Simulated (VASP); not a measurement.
# AgI (P6_3mc) in VASP: a series of runs

Runs on AgI. Level: PBE. Tasks: relaxation of shape and atoms at fixed volume.

Everything below comes from runs of VASP 6.6.1. Logs are shortened: lines on timing, memory, paths and dates and some standing lists are left out, and cuts for length are marked.

## 1. The cell of the first run

It takes space group P6_3mc (No. 186, hexagonal). The conventional cell has a = 4.590 Å, b = 4.590 Å, c = 7.508 Å, α = 90.00°, β = 90.00°, γ = 120.00°. Ag (site symmetry 3m) has 4 I at 2.81 Å within 3.7 Å. Within 3.7 Å of I (site symmetry 3m) lie 4 Ag at 2.81 Å.

## 2. Relaxation of shape and atoms at fixed volume, PBE (34.25 Å³/atom)

The input, INCAR:

```
PREC = Accurate
ENCUT = 500
EDIFF = 1E-7
ISMEAR = 0
SIGMA = 0.02
LREAL = F
LASPH = T
NELM = 120
ALGO = Normal
ISIF = 4
LWAVE = F
LCHARG = F
GGA = PE
IBRION = 2
NSW = 50
EDIFFG = -0.01
GGA_COMPAT = F
NELMIN = 4
```

The input, KPOINTS:

```
regular mesh
0
Gamma
  6 6 4
```

The input, POSCAR:

```
AgI
1.0
    4.5902071213      0.0000000000      0.0000000000
   -2.2951035607      3.9752359757      0.0000000000
    0.0000000000      0.0000000000      7.5079914184
Ag I
2 2
Direct
    0.6666666667      0.3333333333      0.6276573162
    0.3333333333      0.6666666667      0.1276573162
    0.6666666667      0.3333333333      0.0023426838
    0.3333333333      0.6666666667      0.5023426838
```

Potentials or basis: VASP PAW PBE potentials, release 64 (Ag, I).

Command:

```bash
> cat potpaw_PBE.64/Ag/POTCAR potpaw_PBE.64/I/POTCAR > POTCAR
> mpirun -np 1 vasp_std > vasp.out
```

OUTCAR:

```text
PREC = Accurate
   ENCUT = 500
   EDIFF = 1E-7
   ISMEAR = 0
   LREAL = F
   LASPH = T
   NELM = 120
   ISIF = 4
   GGA = PE
   IBRION = 2
   NSW = 50
   EDIFFG = -0.01
   NELMIN = 4

 ion  position               nearest neighbor table
   1  0.667  0.333  0.628-   4 2.81   4 2.81   4 2.81   3 2.81
   2  0.333  0.667  0.128-   3 2.81   3 2.81   3 2.81   4 2.81
   3  0.667  0.333  0.002-   2 2.81   2 2.81   2 2.81   1 2.81
   4  0.333  0.667  0.502-   1 2.81   1 2.81   1 2.81   2 2.81

  LATTYP: Found a hexagonal cell.
 ALAT       =     4.5902071213
 C/A-ratio  =     1.6356541698

  Lattice vectors:

 A1 = (   4.5902071213,   0.0000000000,   0.0000000000)
 A2 = (  -2.2951035607,   3.9752359757,   0.0000000000)
 A3 = (   0.0000000000,   0.0000000000,   7.5079914184)

Analysis of symmetry for initial positions (statically):
=====================================================================
 Subroutine PRICEL returns:
 Original cell was already a primitive cell.

 Routine SETGRP: Setting up the symmetry group for a
 hexagonal supercell.

 Subroutine GETGRP returns: Found 12 space group operations
 (whereof  6 operations were pure point group operations)
 out of a pool of 24 trial point group operations.

The static configuration has the point symmetry C_3v.
 The point group associated with its full space group is C_6v.

Analysis of symmetry for dynamics (positions and initial velocities):
=====================================================================
 Subroutine PRICEL returns:
 Original cell was already a primitive cell.

 Routine SETGRP: Setting up the symmetry group for a
 hexagonal supercell.

 Subroutine GETGRP returns: Found 12 space group operations
 (whereof  6 operations were pure point group operations)
 out of a pool of 24 trial point group operations.

The dynamic configuration has the point symmetry C_3v.
 The point group associated with its full space group is C_6v.

 Subroutine INISYM returns: Found 12 space group operations
 (whereof  6 operations are pure point group operations),
 and found     1 'primitive' translations

----------------------------------------------------------------------------------------

                                     Primitive cell

  volume of cell :     136.9995

  direct lattice vectors                    reciprocal lattice vectors
     4.590207121  0.000000000  0.000000000     0.217855093  0.125778697  0.000000000
    -2.295103561  3.975235976  0.000000000     0.000000000  0.251557393  0.000000000
     0.000000000  0.000000000  7.507991418     0.000000000  0.000000000  0.133191415

  length of vectors
     4.590207121  4.590207121  7.507991418     0.251557393  0.251557393  0.133191415

  position of ions in fractional coordinates (direct lattice)
     0.666666667  0.333333333  0.627657316
     0.333333333  0.666666667  0.127657316
     0.666666667  0.333333333  0.002342684
     0.333333333  0.666666667  0.502342684

  ion indices of the primitive-cell ions
   primitive index   ion index
                 1           1
                 2           2
                 3           3
                 4           4

----------------------------------------------------------------------------------------

 KPOINTS: regular mesh

Automatic generation of k-mesh.
 Grid dimensions read from file:
 generate k-points for:    6    6    4

 Generating k-lattice:

  Cartesian coordinates                     Fractional coordinates (reciprocal lattice)
     0.036309182  0.020963116  0.000000000     0.166666667  0.000000000  0.000000000
     0.000000000  0.041926232  0.000000000     0.000000000  0.166666667  0.000000000
     0.000000000  0.000000000  0.033297854     0.000000000  0.000000000  0.250000000

  Length of vectors
     0.041926232  0.041926232  0.033297854

  Shift w.r.t. Gamma in fractional coordinates (k-lattice)
     0.000000000  0.000000000  0.000000000

 Subroutine IBZKPT returns following result:
 ===========================================

 Found     21 irreducible k-points:

 Following reciprocal coordinates:
            Coordinates               Weight
  0.000000  0.000000  0.000000      1.000000
  0.166667 -0.000000  0.000000      6.000000
  0.333333  0.000000  0.000000      6.000000
  0.500000 -0.000000  0.000000      3.000000
  0.166667  0.166667  0.000000      6.000000
  0.333333  0.166667  0.000000     12.000000
[... 13 lines left out ...]
  0.333333  0.166667  0.500000     12.000000
  0.333333  0.333333  0.500000      2.000000
   k-points           NKPTS =     21   k-points in BZ     NKDIM =     21   number of bands    NBANDS=     22
   number of dos      NEDOS =    301   number of ions     NIONS =      4
   total plane-waves  NPLWV =  72576
   dimension x,y,z NGX =    36 NGY =   36 NGZ =   56
   dimension x,y,z NGXF=    72 NGYF=   72 NGZF=  112
   ions per type =               2   2
   NGX,Y,Z   is equivalent  to a cutoff of  13.04, 13.04, 12.40 a.u.
   NGXF,Y,Z  is equivalent  to a cutoff of  26.08, 26.08, 24.80 a.u.
 SYSTEM =  unknown system
   PREC   = accura    normal or accurate (medium, high low for compatibility)
   ISTART =      0    job   : 0-new  1-cont  2-samecut
   ICHARG =      2    charge: 1-file 2-atom 10-const
   ISPIN  =      1    spin polarized calculation?
   LNONCOLLINEAR =      F non collinear calculations
   LSORBIT =      F    spin-orbit coupling
   LASPH  =      T    aspherical Exc in radial PAW
   ENCUT  =  500.0 eV  36.75 Ry    6.06 a.u.   8.37  8.37 13.69*2*pi/ulx,y,z
   NELM   =    120;   NELMIN=  4; NELMDL= -5     # of ELM steps
   EDIFF  = 0.1E-06   stopping-criterion for ELM
   LREAL  =      F    real-space projection
   EDIFFG = -.1E-01   stopping-criterion for IOM
   NSW    =     50    number of steps for IOM
   IBRION =      2    ionic relax: 0-MD 1-quasi-New 2-CG
   NFREE  =      1    steps in history (QN), initial steepest desc. (CG)
   ISIF   =      4    stress and relaxation
   ISYM   =      2    0-nonsym 1-usesym 2-fastsym
   POTIM  = 0.5000    time-step for ionic-motion
   TEBEG  =    0.0;   TEEND  =   0.0 temperature during run
   PSTRESS=    0.0 pullay stress
   NELECT =      36.0000    total number of electrons
   NUPDOWN=      -1.0000    fix difference up-down
   EMIN   =  10.00;   EMAX   =-10.00  energy-range for DOS
   EFERMI =   0.00;   METHOD = LEGACY
   ISMEAR =     0;   SIGMA  =   0.02  broadening in eV -4-tet -1-fermi 0-gaus
   EFERMI_NEDOS =   21; number of points for ismear=-14 and -15
   IALGO  =     38    algorithm
   IMIX   =      4    mixing-type and parameters
     AMIX     =   0.40;   BMIX     =  1.00
     AMIX_MAG =   1.60;   BMIX_MAG =  1.00
  volume/ion in A,a.u.               =      34.25       231.13
  Fermi-wavevector in a.u.,A,eV,Ry     =   1.048583  1.981534 14.959954  1.099526
  Thomas-Fermi vector in A             =   2.183510
   LORBIT       =      0    0 simple, 1 ext, 2 COOP (PROOUT), +10 PAW based schemes
   GGA     = PE    functional components
   LHFCALC =     F    Hartree Fock is set to
   AEXX    =    0.0000 exact exchange contribution
   IVDW    =     0    specifies the selected vdW correction
   LEPSILON=     F    determine dielectric tensor
   LRPA    =     F    only Hartree local field effects (RPA)
 conjugate gradient relaxation of ions
 non-spin polarized calculation
 Gauss-broadening in eV      SIGMA  =   0.02
  energy-cutoff  :      500.00
  volume of cell :      137.00
 maximum number of plane-waves:      3520
 NGX is ok and might be reduce to    36
   NGX = 17   NGY = 17   NGZ = 27

 number of electron      36.0000007 magnetization

 Free energy of the ion-electron system (eV)
  ---------------------------------------------------
  ext. energy  EPLUGINS =         0.00000000
  ---------------------------------------------------
  free energy    TOTEN  =        -9.53493870 eV

  energy without entropy =       -9.53493870  energy(sigma->0) =       -9.53493870

 E-fermi :   3.2197     XC(G=0):  -8.4253

 val. band max:        3.1322605536   @ k =   0.0000   0.0000   0.0000
 cond. band min:       4.5027260096   @ k =   0.0000   0.0000   0.0000
 fundamental gap:      1.3704654560
 Fermi energy:         3.2197496013

 k-point     1 :       0.0000    0.0000    0.0000
  band No.  band energies     occupation
      1      -9.6744      2.00000
      2      -9.3818      2.00000
      3      -1.0712      2.00000
      4      -1.0659      2.00000
      5      -1.0659      2.00000
      6      -1.0065      2.00000
[... 14 lines left out ...]
     21       8.8797      0.00000
     22       8.8797      0.00000

 k-point     2 :       0.1667   -0.0000    0.0000
  band No.  band energies     occupation
      1      -9.6117      2.00000
      2      -9.3512      2.00000
      3      -1.1212      2.00000
      4      -1.0306      2.00000
      5      -1.0220      2.00000
      6      -0.9333      2.00000
[... 14 lines left out ...]
     21       8.2970      0.00000
     22       9.1510      0.00000

 k-point     3 :       0.3333    0.0000    0.0000
  band No.  band energies     occupation
      1      -9.4715      2.00000
      2      -9.2987      2.00000
      3      -1.1923      2.00000
      4      -1.0338      2.00000
      5      -0.9409      2.00000
      6      -0.8256      2.00000
[... 14 lines left out ...]
     21       8.1112      0.00000
     22       8.7804      0.00000
[... 401 lines left out ...]
 k-point    20 :       0.3333    0.1667    0.5000
  band No.  band energies     occupation
      1      -9.3340      2.00000
      2      -9.3340      2.00000
      3      -1.1983      2.00000
      4      -1.1983      2.00000
      5      -0.8486      2.00000
      6      -0.8486      2.00000
[... 14 lines left out ...]
     21       8.3209      0.00000
     22       8.3209      0.00000

 k-point    21 :       0.3333    0.3333    0.5000
  band No.  band energies     occupation
      1      -9.3086      2.00000
      2      -9.3086      2.00000
      3      -1.0816      2.00000
      4      -1.0816      2.00000
      5      -0.9072      2.00000
      6      -0.9072      2.00000
[... 14 lines left out ...]
     21       8.8222      0.00000
     22       8.8222      0.00000

------------------------ aborting loop because EDIFF is reached ----------------------------------------

  FORCE on cell =-STRESS in cart. coord.  units (eV):
  Direction    XX          YY          ZZ          XY          YZ          ZX
  --------------------------------------------------------------------------------------
  -------------------------------------------------------------------------------------
  Total        1.5374725      1.5374725      1.5615598     -0.0000000      0.0000000     -0.0000000
  in kB       17.9803848     17.9803848     18.2620798     -0.0000000      0.0000000     -0.0000000
  external PRESSURE =      18.0742831 kB  Pullay stress =       0.0000000 kB

 VOLUME and BASIS-vectors are now :
 -----------------------------------------------------------------------------
  energy-cutoff  :      500.00
  volume of cell :      137.00
      direct lattice vectors                 reciprocal lattice vectors
     4.590207121  0.000000000  0.000000000     0.217855093  0.125778697  0.000000000
    -2.295103561  3.975235976  0.000000000     0.000000000  0.251557393  0.000000000
     0.000000000  0.000000000  7.507991418     0.000000000  0.000000000  0.133191415

 POSITION                                       TOTAL-FORCE (eV/Angst)
 -----------------------------------------------------------------------------------
      2.29510      1.32508      4.71245         0.000000      0.000000      0.002010
     -0.00000      2.65016      0.95845        -0.000000     -0.000000      0.002010
      2.29510      1.32508      0.01759         0.000000     -0.000000     -0.002010
     -0.00000      2.65016      3.77158        -0.000000      0.000000     -0.002010
 -----------------------------------------------------------------------------------
    total drift:                               -0.000000     -0.000000      0.000612

  FREE ENERGIE OF THE ION-ELECTRON SYSTEM (eV)
  ---------------------------------------------------
  free  energy   TOTEN  =        -9.5349386962 eV

  energy  without entropy=       -9.5349386962  energy(sigma->0) =       -9.53493870

 reached required accuracy - stopping structural energy minimisation
```

Run time: 61 s. Hardware: 1 thread of Intel Xeon Platinum 8259CL at 2.50GHz (Skylake/Cascade Lake), shared host; peak memory 0.27 GiB.

What came out:

```yaml
Free_energy: -9.5349 eV
Pressure_after_relaxing: 1.8 GPa
Band_gap_on_the_k_mesh: 1.37 eV
```

Forces on the atoms (eV/Å):
```
Ag   0.000  0.000  0.002
Ag   0.000  0.000  0.002
I    0.000  0.000 -0.002
I    0.000  0.000 -0.002
```

Final structure:
```
Ag I
1.0
     4.59021    0.00000    0.00000
    -2.29510    3.97524    0.00000
     0.00000    0.00000    7.50799
Ag I
2 2
Direct
  0.66667 0.33333 0.62766
  0.33333 0.66667 0.12766
  0.66667 0.33333 0.00234
  0.33333 0.66667 0.50234
```

Caveat: the relaxation stopped at its first step, so nothing moved; spin-orbit coupling is left out, which moves the levels of the heavy elements.

## 3. Relaxation of shape and atoms at fixed volume, PBE (35.34 Å³/atom)

This run uses another cell than the first one, of 35.34 Å³/atom.

The input, INCAR:

```
SYSTEM = AgI
  PREC = Accurate
  ENCUT = 500
  EDIFF = 1E-7
  ISMEAR = 0
  SIGMA = 0.02
  LREAL = .False.
  LASPH = .True.
  NELM = 120
  ALGO = Normal
  ISIF = 4
  LWAVE = .False.
  LCHARG = .False.
  GGA = PE
  IBRION = 2
  NSW = 50
  EDIFFG = -0.01
  GGA_COMPAT = .False.
  NELMIN = 4
```

The input, KPOINTS:

```
Automatic mesh
0
Gamma
  6 6 4
  0 0 0
```

The input, POSCAR:

```
AgI
1.0
    4.6385286420      0.0000000000      0.0000000000
   -2.3192643210      4.0170836402      0.0000000000
    0.0000000000      0.0000000000      7.5870287152
Ag I
2 2
Direct
    0.6666666667      0.3333333333      0.6276573162
    0.3333333333      0.6666666667      0.1276573162
    0.6666666667      0.3333333333      0.0023426838
    0.3333333333      0.6666666667      0.5023426838
```

Potentials or basis: VASP PAW PBE potentials, release 64 (Ag, I).

Command:

```bash
> cat potpaw_PBE.64/Ag/POTCAR potpaw_PBE.64/I/POTCAR > POTCAR
> mpirun -np 1 vasp_std > vasp.out
```

Wall time 72 s (1 thread of Intel Xeon Platinum 8259CL at 2.50GHz (Skylake/Cascade Lake), shared host); peak memory 0.28 GiB.

Results (log left out):

| Item | Value |
| --- | --- |
| Free energy | -9.5704 eV |
| Pressure after relaxing | 0.8 GPa |
| Band gap on the k mesh | 1.37 eV |

Final structure:
```
Ag I
1.0
     4.63853    0.00000    0.00000
    -2.31926    4.01708    0.00000
     0.00000    0.00000    7.58703
Ag I
2 2
Direct
  0.66667 0.33333 0.62766
  0.33333 0.66667 0.12766
  0.66667 0.33333 0.00234
  0.33333 0.66667 0.50234
```

Levels at points of the mesh, in eV from the valence-band top:
| k point | band 14 | band 15 | band 16 | band 17 | band 18 | band 19 | band 20 | band 21 | band 22 |
| --- | --- | --- | --- | --- | --- | --- | --- | --- | --- |
| (0.00, 0.00, 0.00) | -0.67 | -0.67 | -0.06 | 0.00 | 0.00 | 1.37 | 2.66 | 5.80 | 5.80 |
| (0.50, 0.00, 0.00) | -2.50 | -2.09 | -1.68 | -0.97 | -0.67 | 3.32 | 3.62 | 4.86 | 5.84 |
| (0.00, 0.00, 0.50) | -1.62 | -0.35 | -0.35 | -0.35 | -0.35 | 2.65 | 2.65 | 5.64 | 5.64 |
| (0.50, 0.00, 0.50) | -2.69 | -1.17 | -1.17 | -1.17 | -1.17 | 3.28 | 3.28 | 4.91 | 4.91 |

Caveat: spin-orbit coupling is left out, which moves the levels of the heavy elements.
